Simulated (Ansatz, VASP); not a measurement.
**One calculation of CoSi6, two programs**

Contents of INCAR:

```
PREC = Accurate ; ENCUT = 600
EDIFF = 1E-7 ; ISMEAR = 0
SIGMA = 0.1 ; LREAL = False
LASPH = True ; NELM = 150
ALGO = Normal ; ISIF = 3
LWAVE = False ; LCHARG = False
ISPIN = 2 ; MAGMOM = 3 0 0 0 0 0 0
LORBIT = 11 ; LMAXMIX = 4
GGA = PE ; IBRION = 2
NSW = 90 ; EDIFFG = -0.04
```

The input KPOINTS:

```
Automatic mesh
0
Gamma
  4 4 4
```

File POSCAR:

```
CoSi6
1.0
    4.5383851400      0.0000000000      0.0000000000
    0.0000000000      4.5383851400      0.0000000000
    0.0000000000      0.0000000000      4.5383851400
Co Si
1 6
Direct
    0.0000000000      0.0000000000      0.0000000000
    0.5000000000      0.5000000000      0.2070000000
    0.5000000000      0.5000000000      0.7930000000
    0.2070000000      0.5000000000      0.5000000000
    0.7930000000      0.5000000000      0.5000000000
    0.5000000000      0.2070000000      0.5000000000
    0.5000000000      0.7930000000      0.5000000000
```

Input for Ansatz:

```yaml
crystal:
  lattice:
    - [4.53838514, 0.0, 0.0]
    - [0.0, 4.53838514, 0.0]
    - [0.0, 0.0, 4.53838514]
  atoms:
    - { symbol: Co, position: [0.0, 0.0, 0.0], spin: 3.0 }
    - { symbol: Si, position: [0.5, 0.5, 0.207] }
    - { symbol: Si, position: [0.5, 0.5, 0.793] }
    - { symbol: Si, position: [0.207, 0.5, 0.5] }
    - { symbol: Si, position: [0.793, 0.5, 0.5] }
    - { symbol: Si, position: [0.5, 0.207, 0.5] }
    - { symbol: Si, position: [0.5, 0.793, 0.5] }
basis:
  ecutwfc: 420
kpoints:
  mp_grid: { grid: [4, 4, 4] }
hamiltonian:
  xc: pbe
scf:
  occupations: { method: gaussian, width: 0.1 }
  lower_state_search: "off"
output:
  forces: true
  stress: true
  eigenvalues: true
  populations: true
magnetization:
  spin_polarized: true
relax:
  adjacent_minimum: "off"
  f_tol: 0.04
  max_steps: 70
  cell: { stress_tol: 0.4 }
```

Change from the starting cell: species swapped into the PrB6 type (Pm-3m, No. 221).

Alike in both runs: task relaxation of cell and atoms; functional PBE; k mesh 4 × 4 × 4; occupations gaussian, width 0.1 eV; collinear spin.

```csv
,VASP,Ansatz
version,VASP 6.6.1,Ansatz 0.2.0
potentials or method,"VASP PAW PBE potentials, release 64 (Co, Si), cutoff 600 eV","scalar-relativistic, plane waves, PAW"
valence electrons in the cell,33,41
```

```csv
,VASP,Ansatz,Ansatz less VASP
"gap on the k mesh at the Fermi level, each at its own relaxed structure (eV)",none,none,-
net moment per atom (μB),0.36,0.37,+0.011
size of the moment on the site where the two differ most (μB),2.29,2.62,+0.332
relaxed volume (Å³/atom),27.56,27.58,+0.023
relaxed cell length with the largest relative difference (Å),5.778,5.780,+0.0016
```

Site moments also hang on the region over which each program counts them. A gap of «none» marks a metal or a gap that the smearing closes. VASP's potentials hold 33 valence electrons a cell and Ansatz's 41, so a difference there can come from the potentials and not from the codes.

Noted on VASP's run: the volume moved by over 15 % at a fixed basis, so the end points are rough.
